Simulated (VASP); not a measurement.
# BiTe (Fm-3m) in VASP: further runs

Aim: see how the results for BiTe move with the level of theory and the settings. Levels: PBEsol, PBE+D4. Tasks: relaxation of cell and atoms, single point.

All numbers are computed with VASP 6.6.1; they aren't measurements. Logs are shortened: lines on timing, memory, paths and dates and some standing lists are left out, and cuts for length are marked.

**1. The cell of the first run**

It takes space group Fm-3m (No. 225, cubic). Conventional cell: a = 6.470 Å, b = 6.470 Å, c = 6.470 Å, α = 90.00°, β = 90.00°, γ = 90.00°. Bi (site symmetry m-3m) has 6 Te at 3.23 Å within 4.3 Å. Te (site symmetry m-3m) has 6 Bi at 3.23 Å within 4.3 Å.

**2. Relaxation of cell and atoms, PBEsol, target pressure 10 GPa, at which the enthalpy is minimised**

The input, INCAR:

```
ALGO = Normal
EDIFF = 1E-7
EDIFFG = -0.01
ENCUT = 600
GGA = PS
IBRION = 2
ISIF = 3
ISMEAR = -1
LASPH = T
LCHARG = F
LREAL = F
LWAVE = F
NELM = 80
NSW = 80
PREC = Accurate
PSTRESS = 100.0
SIGMA = 0.05
```

The input, KPOINTS:

```
k-points
0
Gamma
  7 7 7
```

The input, POSCAR:

```
BiTe
1.0
    0.0000000000      3.2350000000      3.2350000000
    3.2350000000      0.0000000000      3.2350000000
    3.2350000000      3.2350000000      0.0000000000
Bi Te
1 1
Direct
    0.0000000000      0.0000000000      0.0000000000
    0.5000000000      0.5000000000      0.5000000000
```

Potentials or basis: VASP PAW PBE potentials, release 64 (Bi_d, Te).

The run is started by

```bash
> cat potpaw_PBE.64/Bi_d/POTCAR potpaw_PBE.64/Te/POTCAR > POTCAR
> mpirun -np 1 vasp_std > vasp.out
```

OUTCAR:

```text
EDIFF = 1E-7
   EDIFFG = -0.01
   ENCUT = 600
   GGA = PS
   IBRION = 2
   ISIF = 3
   ISMEAR = -1
   LASPH = T
   LREAL = F
   NELM = 80
   NSW = 80
   PREC = Accurate
   PSTRESS = 100.0

 ion  position               nearest neighbor table
   1  0.000  0.000  0.000-   2 3.23   2 3.23   2 3.23   2 3.23   2 3.23   2 3.23
   2  0.500  0.500  0.500-   1 3.23   1 3.23   1 3.23   1 3.23   1 3.23   1 3.23

  LATTYP: Found a face centered cubic cell.
 ALAT       =     6.4700000000

  Lattice vectors:

 A1 = (   0.0000000000,   3.2350000000,   3.2350000000)
 A2 = (   3.2350000000,   0.0000000000,   3.2350000000)
 A3 = (   3.2350000000,   3.2350000000,   0.0000000000)

Analysis of symmetry for initial positions (statically):
=====================================================================
 Subroutine PRICEL returns:
 Original cell was already a primitive cell.

 Routine SETGRP: Setting up the symmetry group for a
 face centered cubic supercell.

 Subroutine GETGRP returns: Found 48 space group operations
 (whereof 48 operations were pure point group operations)
 out of a pool of 48 trial point group operations.

The static configuration has the point symmetry O_h .

Analysis of symmetry for dynamics (positions and initial velocities):
=====================================================================
 Subroutine PRICEL returns:
 Original cell was already a primitive cell.

 Routine SETGRP: Setting up the symmetry group for a
 face centered cubic supercell.

 Subroutine GETGRP returns: Found 48 space group operations
 (whereof 48 operations were pure point group operations)
 out of a pool of 48 trial point group operations.

The dynamic configuration has the point symmetry O_h .

 Subroutine INISYM returns: Found 48 space group operations
 (whereof 48 operations are pure point group operations),
 and found     1 'primitive' translations

----------------------------------------------------------------------------------------

                                     Primitive cell

  volume of cell :      67.7100

  direct lattice vectors                    reciprocal lattice vectors
     0.000000000  3.235000000  3.235000000    -0.154559505  0.154559505  0.154559505
     3.235000000  0.000000000  3.235000000     0.154559505 -0.154559505  0.154559505
     3.235000000  3.235000000  0.000000000     0.154559505  0.154559505 -0.154559505

  length of vectors
     4.574980874  4.574980874  4.574980874     0.267704916  0.267704916  0.267704916

  position of ions in fractional coordinates (direct lattice)
     0.000000000  0.000000000  0.000000000
     0.500000000  0.500000000  0.500000000

  ion indices of the primitive-cell ions
   primitive index   ion index
                 1           1
                 2           2

[... 29 lines left out ...]
  0.142857  0.000000  0.000000      8.000000
  0.285714  0.000000  0.000000      8.000000
  0.428571  0.000000  0.000000      8.000000
  0.142857  0.142857  0.000000      6.000000
  0.285714  0.142857  0.000000     24.000000
[... 12 lines left out ...]
 -0.428571  0.428571  0.142857     24.000000
 -0.285714  0.428571  0.142857     24.000000
   k-points           NKPTS =     20   k-points in BZ     NKDIM =     20   number of bands    NBANDS=     14
   number of dos      NEDOS =    301   number of ions     NIONS =      2
   total plane-waves  NPLWV =  64000
   dimension x,y,z NGX =    40 NGY =   40 NGZ =   40
   dimension x,y,z NGXF=    80 NGYF=   80 NGZF=   80
   ions per type =               1   1
   NGX,Y,Z   is equivalent  to a cutoff of  14.54, 14.54, 14.54 a.u.
   NGXF,Y,Z  is equivalent  to a cutoff of  29.07, 29.07, 29.07 a.u.
 SYSTEM =  unknown system
   PREC   = accura    normal or accurate (medium, high low for compatibility)
   ISTART =      0    job   : 0-new  1-cont  2-samecut
   ICHARG =      2    charge: 1-file 2-atom 10-const
   ISPIN  =      1    spin polarized calculation?
   LNONCOLLINEAR =      F non collinear calculations
   LSORBIT =      F    spin-orbit coupling
   LASPH  =      T    aspherical Exc in radial PAW
   ENCUT  =  600.0 eV  44.10 Ry    6.64 a.u.   9.14  9.14  9.14*2*pi/ulx,y,z
   NELM   =     80;   NELMIN=  2; NELMDL= -5     # of ELM steps
   EDIFF  = 0.1E-06   stopping-criterion for ELM
   LREAL  =      F    real-space projection
   EDIFFG = -.1E-01   stopping-criterion for IOM
   NSW    =     80    number of steps for IOM
   IBRION =      2    ionic relax: 0-MD 1-quasi-New 2-CG
   NFREE  =      1    steps in history (QN), initial steepest desc. (CG)
   ISIF   =      3    stress and relaxation
   ISYM   =      2    0-nonsym 1-usesym 2-fastsym
   POTIM  = 0.5000    time-step for ionic-motion
   TEBEG  =    0.0;   TEEND  =   0.0 temperature during run
   PSTRESS=  100.0 pullay stress
   NELECT =      21.0000    total number of electrons
   NUPDOWN=      -1.0000    fix difference up-down
   EMIN   =  10.00;   EMAX   =-10.00  energy-range for DOS
   EFERMI =   0.00;   METHOD = LEGACY
   ISMEAR =    -1;   SIGMA  =   0.05  broadening in eV -4-tet -1-fermi 0-gaus
   EFERMI_NEDOS =   21; number of points for ismear=-14 and -15
   IALGO  =     38    algorithm
   IMIX   =      4    mixing-type and parameters
     AMIX     =   0.40;   BMIX     =  1.00
     AMIX_MAG =   1.60;   BMIX_MAG =  1.00
  volume/ion in A,a.u.               =      33.86       228.46
  Fermi-wavevector in a.u.,A,eV,Ry     =   1.108146  2.094092 16.707785  1.227988
  Thomas-Fermi vector in A             =   2.244669
   LORBIT       =      0    0 simple, 1 ext, 2 COOP (PROOUT), +10 PAW based schemes
   GGA     = PS    functional components
   LHFCALC =     F    Hartree Fock is set to
   AEXX    =    0.0000 exact exchange contribution
   IVDW    =     0    specifies the selected vdW correction
   LEPSILON=     F    determine dielectric tensor
   LRPA    =     F    only Hartree local field effects (RPA)
 conjugate gradient relaxation of ions
 non-spin polarized calculation
  energy-cutoff  :      600.00
  volume of cell :       67.71
 maximum number of plane-waves:      2281
 NGX is ok and might be reduce to    40
   NGX = 19   NGY = 19   NGZ = 19

--------------------------------------- Ionic step        1  -------------------------------------------

 number of electron      21.0000002 magnetization

 Free energy of the ion-electron system (eV)
  ---------------------------------------------------
  ext. energy  EPLUGINS =         0.00000000
  ---------------------------------------------------
  free energy    TOTEN  =        -7.95939917 eV

  energy without entropy =       -7.93797159  energy(sigma->0) =       -7.94868538

 E-fermi :   6.5154     XC(G=0):  -9.5915

 val. band max:        6.4952760361   @ k =  -0.4286   0.1429   0.0000
 cond. band min:       6.5273283031   @ k =  -0.4286   0.1429   0.0000
 fundamental gap:      0.0320522670
 Fermi energy:         6.5153692329
[... 912 lines left out ...]
--------------------------------------- Ionic step        7  -------------------------------------------

 number of electron      21.0000000 magnetization

 Free energy of the ion-electron system (eV)
  ---------------------------------------------------
  ext. energy  EPLUGINS =         0.00000000
  ---------------------------------------------------
  free energy    TOTEN  =        -7.73584451 eV

  energy without entropy =       -7.71832405  energy(sigma->0) =       -7.72708428

 E-fermi :   8.8053     XC(G=0): -10.3614

 val. band max:        8.7980047544   @ k =  -0.1429   0.1429   0.0000
 cond. band min:       8.8292303623   @ k =  -0.1429   0.1429   0.0000
 fundamental gap:      0.0312256079
 Fermi energy:         8.8052636605
[... 371 lines left out ...]
  energy  without entropy=       -7.7183240524  energy(sigma->0) =       -7.72708428

  enthalpy is  TOTEN    =        -4.1685202464 eV   P V=        3.5673242638

 reached required accuracy - stopping structural energy minimisation
```

OSZICAR:

```text
N       E                     dE             d eps       ncg     rms          rms(c)
DAV:   1     0.160420861017E+03    0.16042E+03   -0.10695E+04   560   0.155E+03
DAV:   2     0.400276010958E+01   -0.15642E+03   -0.15442E+03   602   0.382E+02
DAV:   3    -0.769055285745E+01   -0.11693E+02   -0.11475E+02   734   0.106E+02
[... 72 lines left out ...]
DAV:   2    -0.773595139332E+01    0.54496E-03   -0.10123E-03   680   0.579E-01    0.590E-02
DAV:   3    -0.773584057592E+01    0.11082E-03   -0.42445E-04   700   0.335E-01    0.884E-03
DAV:   4    -0.773584250178E+01   -0.19259E-05   -0.11037E-05   578   0.312E-02    0.140E-02
DAV:   5    -0.773584453876E+01   -0.20370E-05   -0.33948E-06   746   0.266E-02    0.281E-03
DAV:   6    -0.773584451020E+01    0.28562E-07   -0.49504E-07   524   0.126E-02
   7 F= -.41685202E+01 E0= -.41597600E+01  d E =-.382922E-04
```

Wall time 4.7 min (1 thread of AMD EPYC 7R43 (Zen 3), shared host); peak memory 0.21 GiB.

What came out:

| Quantity | Value |
| --- | --- |
| Free energy | -7.7358 eV |
| Relaxed volume | 28.58 Å³/atom |
| Relaxed cell | a = 4.324 Å, b = 4.324 Å, c = 4.324 Å, α = 60.00°, β = 60.00°, γ = 60.00° |
| Space group after relaxing (to 0.05 Å) | Fm-3m (No. 225) |
| Energy change on relaxing (the enthalpy is what falls) | +111.8 meV/atom |
| Ionic steps | 7 |
| Pressure after relaxing | 10.0 GPa |

Step by step:
```tsv
step	energy change (eV)	largest force (eV/Å)	pressure (GPa)	volume (Å³)
1	0.0000	0.0000	-1.55	67.71
2	1.7286	0.0000	40.43	46.51
3	0.1963	0.0000	9.27	57.61
4	0.2166	0.0000	9.82	57.27
5	0.2289	0.0000	10.14	57.07
6	0.2170	0.0000	9.83	57.26
7	0.2236	0.0000	10.01	57.15
```

Final structure:
```
Bi Te
1.0
     0.00000    3.05732    3.05732
     3.05732    0.00000    3.05732
     3.05732    3.05732    0.00000
Bi Te
1 1
Direct
  0.00000 0.00000 0.00000
  0.50000 0.50000 0.50000
```

Caveat: the cell is relaxed towards a set pressure, so the enthalpy falls and the energy may rise; the volume moved by over 15 % at a fixed basis, so the end points are rough; the PAW data sets were made with another functional, which shifts forces and pressure a little; spin-orbit coupling is left out, which moves the levels of the heavy elements.

**3. Relaxation of cell and atoms, PBEsol, target pressure 20 GPa, at which the enthalpy is minimised**

The input, INCAR:

```
SYSTEM = BiTe
PREC = Accurate
ENCUT = 600
EDIFF = 1E-7
ISMEAR = -1
SIGMA = 0.05
LREAL = .FALSE.
LASPH = .TRUE.
NELM = 100
ALGO = Normal
ISIF = 3
LWAVE = .FALSE.
LCHARG = .FALSE.
GGA = PS
IBRION = 2
NSW = 80
EDIFFG = -0.01
PSTRESS = 200.0
```

The input, KPOINTS:

```
regular mesh
0
G
  7 7 7
  0 0 0
```

POSCAR is that of step 2.

Potentials or basis: VASP PAW PBE potentials, release 64 (Bi_d, Te).

The run is started by

```bash
> cat potpaw_PBE.64/Bi_d/POTCAR potpaw_PBE.64/Te/POTCAR > POTCAR
> mpirun -np 1 vasp_std > vasp.out
```

It took 6 min on 1 thread of AMD EPYC 7R43 (Zen 3), shared host; peak memory 0.23 GiB.

The run converged. Its results:

```yaml
Free_energy: -7.2996 eV
Relaxed_volume: 26.18 Å³/atom
Relaxed_cell: a = 4.199 Å, b = 4.199 Å, c = 4.199 Å, α = 60.00°, β = 60.00°, γ = 60.00°
Space_group_after_relaxing_to_0.05_Å: Fm-3m (No. 225)
Energy_change_on_relaxing_the_enthalpy_is_what_falls: +329.9 meV/atom
Ionic_steps: 15
Pressure_after_relaxing: 20.0 GPa
```

The path:
```tsv
step	energy change (eV)	largest force (eV/Å)	pressure (GPa)	volume (Å³)
1	0.0000	0.0000	-1.55	67.71
2	10.2740	0.0000	188.34	32.18
3	0.4296	0.0000	14.98	54.49
4	0.5578	0.0000	17.80	53.24
5	0.6651	0.0000	20.06	52.33
6	0.6304	0.0000	19.34	52.61
7	0.6325	0.0000	19.38	52.59
8	0.6388	0.0000	19.51	52.54
9	0.6389	0.0000	19.51	52.54
10	0.6392	0.0000	19.52	52.54
11	0.6399	0.0000	19.53	52.53
12	0.6412	0.0000	19.57	52.52
13	0.6438	0.0000	19.62	52.50
14	0.6491	0.0000	19.73	52.45
15	0.6598	0.0000	19.95	52.37
```

Final structure:
```
CELL_PARAMETERS angstrom
0.00000 2.96947 2.96947
2.96947 0.00000 2.96947
2.96947 2.96947 0.00000
ATOMIC_POSITIONS crystal
Bi 0.00000 0.00000 0.00000
Te 0.50000 0.50000 0.50000
```

Levels at points of the mesh, in eV from the Fermi level:
| k point | band 7 | band 8 | band 9 | band 10 | band 11 | band 12 | band 13 | band 14 |
| --- | --- | --- | --- | --- | --- | --- | --- | --- |
| (0.00, 0.00, 0.00) | -7.07 | -3.39 | -3.39 | -3.39 | 2.57 | 2.57 | 2.57 | 4.10 |

Caveat: the cell is relaxed towards a set pressure, so the enthalpy falls and the energy may rise; the volume moved by over 15 % at a fixed basis, so the end points are rough; the PAW data sets were made with another functional, which shifts forces and pressure a little; spin-orbit coupling is left out, which moves the levels of the heavy elements.

**4. Relaxation of cell and atoms, PBEsol, target pressure 30 GPa, at which the enthalpy is minimised**

The input, INCAR:

```
  PREC = Accurate
  ENCUT = 600
  EDIFF = 1E-6
  ISMEAR = -1
  SIGMA = 0.05
  LREAL = False
  LASPH = True
  NELM = 60
  ALGO = Normal
  ISIF = 3
  LWAVE = False
  LCHARG = False
  GGA = PS
  IBRION = 2
  NSW = 80
  EDIFFG = -0.01
  PSTRESS = 300.0
```

The input, KPOINTS:

```
regular mesh
0
Gamma
  7 7 7
```

POSCAR is that of step 3.

The run is started by

```bash
> cat potpaw_PBE.64/Bi_d/POTCAR potpaw_PBE.64/Te/POTCAR > POTCAR
> mpirun -np 1 vasp_std > vasp.out
```

Wall time 5.8 min (1 thread of AMD EPYC 7R43 (Zen 3), shared host); peak memory 0.24 GiB.

Results (log left out):

- Free energy: -6.7910 eV
- Relaxed volume: 24.54 Å³/atom
- Relaxed cell: a = 4.109 Å, b = 4.109 Å, c = 4.109 Å, α = 60.00°, β = 60.00°, γ = 60.00°
- Space group after relaxing (to 0.05 Å): Fm-3m (No. 225)
- Energy change on relaxing (the enthalpy is what falls): +584.2 meV/atom
- Ionic steps: 20
- Pressure after relaxing: 30.0 GPa

Step by step:
```tsv
step	energy change (eV)	largest force (eV/Å)	pressure (GPa)	volume (Å³)
1	0.0000	0.0000	-1.54	67.71
2	37.3158	0.0000	746.87	21.15
3	0.5153	0.0000	16.88	53.63
4	0.7403	0.0000	21.61	51.75
5	1.2024	0.0000	30.67	48.89
6	1.1392	0.0000	29.46	49.23
7	1.1404	0.0000	29.47	49.22
8	1.1439	0.0000	29.53	49.20
9	1.1439	0.0000	29.55	49.20
10	1.1440	0.0000	29.55	49.20
11	1.1442	0.0000	29.55	49.20
12	1.1445	0.0000	29.55	49.20
13	1.1452	0.0000	29.54	49.20
14	1.1465	0.0000	29.59	49.19
15	1.1491	0.0000	29.63	49.17
16	1.1543	0.0000	29.72	49.15
17	1.1648	0.0000	29.87	49.09
18	1.1860	0.0000	30.36	48.98
19	1.1704	0.0000	30.07	49.06
20	1.1684	0.0000	30.03	49.07
```

Final structure:
```
Bi Te
1.0
     0.00000    2.90579    2.90579
     2.90579    0.00000    2.90579
     2.90579    2.90579    0.00000
Bi Te
1 1
Direct
  0.00000 0.00000 0.00000
  0.50000 0.50000 0.50000
```

Levels at points of the mesh, in eV from the Fermi level:
| k point | band 6 | band 7 | band 8 | band 9 | band 10 | band 11 | band 12 | band 13 | band 14 |
| --- | --- | --- | --- | --- | --- | --- | --- | --- | --- |
| (0.00, 0.00, 0.00) | -16.40 | -6.67 | -3.59 | -3.59 | -3.59 | 2.70 | 2.70 | 2.70 | 4.00 |

Caveat: the cell is relaxed towards a set pressure, so the enthalpy falls and the energy may rise; the volume moved by over 15 % at a fixed basis, so the end points are rough; the PAW data sets were made with another functional, which shifts forces and pressure a little; spin-orbit coupling is left out, which moves the levels of the heavy elements.

**5. Single point, PBEsol, non-collinear spin, zero start, spin-orbit coupling**

The input, INCAR:

```
SYSTEM = BiTe
PREC = Accurate
ENCUT = 520
EDIFF = 1E-6
ISMEAR = -1
SIGMA = 0.05
LREAL = .FALSE.
LASPH = .TRUE.
NELM = 150
ALGO = Normal
ISIF = 2
LWAVE = .FALSE.
LCHARG = .TRUE.
MAGMOM = 0 0 0 0 0 0
LORBIT = 11
LSORBIT = .TRUE.
GGA_COMPAT = .FALSE.
LORBMOM = .TRUE.
GGA = PS
LVHAR = .TRUE.
NBANDS = 33
```

The input, KPOINTS:

```
Automatic mesh
0
G
  5 5 5
  0 0 0
```

POSCAR is that of step 4.

The run is started by

```bash
> cat potpaw_PBE.64/Bi_d/POTCAR potpaw_PBE.64/Te/POTCAR > POTCAR
> mpirun -np 1 vasp_ncl > vasp.out
```

It took 86 s on 1 thread of AMD EPYC 7R43 (Zen 3), shared host; peak memory 0.35 GiB.

Results (log left out):

```
Free energy                                           : -8.8832 eV
Pressure                                              : 0.0 GPa
Net moment                                            : 0.00 μB per cell
Valence electrons inside the program's atomic spheres : Bi 12.69; Te 3.33
```

Moments on the atoms (μB; x, y, z):
```
Bi  0.00 0.00 0.00
Te  0.00 0.00 0.00
```

Caveat: the PAW data sets were made with another functional, which shifts forces and pressure a little.

[end of part 1 of 2]
